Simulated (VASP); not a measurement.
Input of a VASP 6.6.1 run:

The input INCAR:

```
ALGO = Normal
EDIFF = 1E-6
ENCUT = 520
GGA = PS
ISIF = 2
ISMEAR = -1
LASPH = T
LCHARG = F
LREAL = F
LWAVE = F
NBANDS = 16
NELM = 100
PREC = Accurate
SIGMA = 0.05
```

File KPOINTS:

```
k-points
0
Gamma
  12 12 2
```

Contents of POSCAR:

```
C
1.0
    2.4397422609      0.0000000000      0.0000000000
   -1.2198711305      2.1128787767      0.0000000000
    0.0000000000      0.0000000000     23.9719824012
C
4
Direct
    0.6666666667      0.3333333333      0.5704754400
    0.3333333333      0.6666666667      0.4295245600
    0.0000000000      0.0000000000      0.4295312300
    0.0000000000      0.0000000000      0.5704687700
```

Potentials or basis: VASP PAW PBE potentials, release 64 (C).

Command:

```bash
$ cat potpaw_PBE.64/C/POTCAR > POTCAR
$ mpirun -np 1 vasp_std > vasp.out
```

Problem. Estimate the largest force.

Solution. 0.024 eV/Å.

Problem. Predict the band gap on the k mesh.

Solution. Zero (filled and empty bands touch).

Forces on the atoms (eV/Å):
```
C    0.000  0.000  0.024
C    0.000  0.000 -0.024
C    0.000  0.000 -0.005
C    0.000  0.000  0.005
```

Caveat: the PAW data sets were made with another functional, which shifts forces and pressure a little.
